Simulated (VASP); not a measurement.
# Na3Sb2 (C2/c) in VASP: a series of runs, part 2 of 2

VASP 6.6.1.

## (3) Single point, PBE

INCAR

```
SYSTEM = Na3Sb2
PREC = Accurate
ENCUT = 520
EDIFF = 1E-6
ISMEAR = -1
SIGMA = 0.1
LREAL = .FALSE.
LASPH = .TRUE.
NELM = 100
ALGO = Normal
ISIF = 2
LWAVE = .FALSE.
LCHARG = .TRUE.
GGA = PE
LELF = .TRUE.
LVHAR = .TRUE.
NBANDS = 42
```

KPOINTS

```
Automatic mesh
0
Gamma
  3 3 2
  0.5 0.5 0.5
```

POSCAR

```
Na3Sb2
1.0
    4.3582990000      4.4632560000      0.0000000000
    4.3582990000     -4.4632560000      0.0000000000
    2.3020710000      0.0000000000     -8.4671830000
Sb Na
4 6
Direct
    0.8777000000      0.3134400000      0.8396000000
    0.6865600000      0.1223000000      0.6604000000
    0.1223000000      0.6865600000      0.1604000000
    0.3134400000      0.8777000000      0.3396000000
    0.7592100000      0.6642900000      0.5148400000
    0.3357100000      0.2407900000      0.9851600000
    0.2407900000      0.3357100000      0.4851600000
    0.6642900000      0.7592100000      0.0148400000
    0.1606300000      0.8393700000      0.7500000000
    0.8393700000      0.1606300000      0.2500000000
```

Potentials or basis: VASP PAW PBE potentials, release 64 (Sb, Na_pv).

Started as:

```sh
cat potpaw_PBE.64/Sb/POTCAR potpaw_PBE.64/Na_pv/POTCAR > POTCAR
mpirun -np 1 vasp_std > vasp.out
```

Run time: 88 s. Hardware: 1 thread of Intel Xeon Platinum 8259CL at 2.50GHz (Skylake/Cascade Lake), shared host; peak memory 0.42 GiB.

It converged, with:

```yaml
Free_energy: -27.1259 eV
Pressure: 0.2 GPa
Largest_force: 2.797 eV/Å
Band_gap_on_the_k_mesh: zero (bands 31 and 32 overlap by 0.58 eV)
```

Forces in eV/Å, atoms in the order of the input:
```
Sb   2.277 -0.086 -1.622
Sb  -2.277 -0.086  1.622
Sb  -2.277  0.086  1.622
Sb   2.277  0.086 -1.622
Na  -0.032 -0.028 -0.022
Na   0.032 -0.028  0.022
Na   0.032  0.028  0.022
Na  -0.032  0.028 -0.022
Na   0.000  0.019  0.000
Na   0.000 -0.019  0.000
```

Stress tensor (GPa, compression positive):
```
 2.32  0.00 -2.97
 0.00 -1.46  0.00
-2.97  0.00 -0.39
```

Levels at points of the mesh, in eV from the Fermi level:
| k point | band 28 | band 29 | band 30 | band 31 | band 32 | band 33 | band 34 | band 35 |
| --- | --- | --- | --- | --- | --- | --- | --- | --- |
| (0.17, 0.17, 0.25) | -1.81 | -0.96 | -0.60 | -0.27 | 0.04 | 0.72 | 2.00 | 2.19 |

Caveat: the k points lie up to 0.37 Å⁻¹ apart, too coarse for converged energies and pressures of a metal; spin-orbit coupling is left out, which moves the levels of the heavy elements; forces of over 1 eV/Å act on the atoms, so gaps and moduli don't describe the material at rest.

## (4) Single point, PBE

INCAR

```
PREC = Accurate
ENCUT = 520
EDIFF = 1E-7
ISMEAR = -1
SIGMA = 0.1
LREAL = False
LASPH = True
NELM = 100
ALGO = Normal
ISIF = 2
LWAVE = False
LCHARG = False
GGA = PE
NBANDS = 42
```

KPOINTS

```
Automatic mesh
0
Gamma
  3 3 2
```

POSCAR is that of step 3.

Started as:

```sh
cat potpaw_PBE.64/Sb/POTCAR potpaw_PBE.64/Na_pv/POTCAR > POTCAR
mpirun -np 1 vasp_std > vasp.out
```

It took 2 min on 1 thread of Intel Xeon Platinum 8259CL at 2.50GHz (Skylake/Cascade Lake), shared host; peak memory 0.42 GiB.

The run converged. Its results:

```yaml
Free_energy: -27.0448 eV
Pressure: 0.2 GPa
Largest_force: 2.886 eV/Å
Band_gap_on_the_k_mesh: zero (bands 31 and 32 overlap by 0.77 eV)
```

Forces on the atoms (eV/Å):
```
Sb   2.288 -0.059 -1.758
Sb  -2.288 -0.059  1.758
Sb  -2.288  0.059  1.758
Sb   2.288  0.059 -1.758
Na  -0.030 -0.004 -0.013
Na   0.030 -0.004  0.013
Na   0.030  0.004  0.013
Na  -0.030  0.004 -0.013
Na   0.000  0.064  0.000
Na   0.000 -0.064  0.000
```

Stress tensor (GPa, compression positive):
```
 2.10  0.00 -2.96
 0.00 -1.61  0.00
-2.96  0.00  0.25
```

Levels at points of the mesh, in eV from the Fermi level:
| k point | band 29 | band 30 | band 31 | band 32 | band 33 | band 34 |
| --- | --- | --- | --- | --- | --- | --- |
| (0.00, 0.00, 0.00) | -1.37 | -0.96 | -0.84 | 0.19 | 0.61 | 1.29 |
| (0.00, 0.00, 0.50) | -0.92 | -0.92 | -0.63 | -0.63 | 1.56 | 1.56 |

Caveat: the k points lie up to 0.37 Å⁻¹ apart, too coarse for converged energies and pressures of a metal; spin-orbit coupling is left out, which moves the levels of the heavy elements; forces of over 1 eV/Å act on the atoms, so gaps and moduli don't describe the material at rest.

## (5) Single point, revPBE

INCAR

```
ALGO = Normal ; EDIFF = 1E-7
ENCUT = 520 ; GGA = RE
ISIF = 2 ; ISMEAR = -1
ISYM = 0 ; LASPH = True
LCHARG = True ; LELF = True
LREAL = False ; LVHAR = True
LWAVE = False ; NBANDS = 42
NELM = 100 ; PREC = Accurate
SIGMA = 0.1
```

KPOINTS

```
k-points
0
Gamma
  3 3 2
```

POSCAR is that of step 4.

Started as:

```sh
cat potpaw_PBE.64/Sb/POTCAR potpaw_PBE.64/Na_pv/POTCAR > POTCAR
mpirun -np 1 vasp_std > vasp.out
```

Wall time 2.6 min (1 thread of Intel Xeon Platinum 8259CL at 2.50GHz (Skylake/Cascade Lake), shared host); peak memory 0.42 GiB.

It converged, with:

```yaml
Free_energy: -25.2971 eV
Pressure: 1.0 GPa
Largest_force: 2.937 eV/Å
Band_gap_on_the_k_mesh: zero (bands 31 and 32 overlap by 0.76 eV)
```

Forces on the atoms (eV/Å):
```
Sb   2.334 -0.066 -1.782
Sb  -2.334 -0.066  1.782
Sb  -2.334  0.066  1.782
Sb   2.334  0.066 -1.782
Na  -0.036 -0.007 -0.012
Na   0.036 -0.007  0.012
Na   0.036  0.007  0.012
Na  -0.036  0.007 -0.012
Na   0.000  0.073  0.000
Na   0.000 -0.073  0.000
```

Stress tensor (GPa, compression positive):
```
 2.90  0.00 -3.03
 0.00 -0.93  0.00
-3.03  0.00  0.98
```

Levels at points of the mesh, in eV from the Fermi level:
| k point | band 27 | band 28 | band 29 | band 30 | band 31 | band 32 | band 33 | band 34 | band 35 | band 36 |
| --- | --- | --- | --- | --- | --- | --- | --- | --- | --- | --- |
| (0.00, 0.00, 0.00) | -1.93 | -1.90 | -1.35 | -0.96 | -0.83 | 0.18 | 0.69 | 1.34 | 2.36 | 3.19 |
| (0.00, 0.00, 0.50) | -2.16 | -2.16 | -0.92 | -0.92 | -0.62 | -0.62 | 1.62 | 1.62 | 2.56 | 2.56 |

Caveat: the k points lie up to 0.37 Å⁻¹ apart, too coarse for converged energies and pressures of a metal; the PAW data sets were made with another functional, which shifts forces and pressure a little; spin-orbit coupling is left out, which moves the levels of the heavy elements.

## (6) Overview

```tsv
level	k mesh	gap on the mesh (eV)	pressure (GPa)	largest force (eV/Å)
PBE	3 × 3 × 2	none	0.2	2.89
PBE	3 × 3 × 2, shifted	none	0.2	2.80
revPBE	3 × 3 × 2	none	1.0	2.94
```

Alike in all rows: task single point; potentials or basis VASP PAW PBE potentials, release 64 (Sb, Na_pv); no spin polarisation; cell as given; cutoff (eV) 520; smearing fermi-dirac 0.1 eV.

Caveats: all runs use coarse meshes; spin-orbit coupling is left out, which moves the levels of the heavy elements; forces of over 1 eV/Å act on the atoms, so gaps and moduli don't describe the material at rest (at least some runs); the PAW data sets were made with another functional, which shifts forces and pressure a little (at least some runs).

Absolute energies hang on the potentials; compare differences alone.
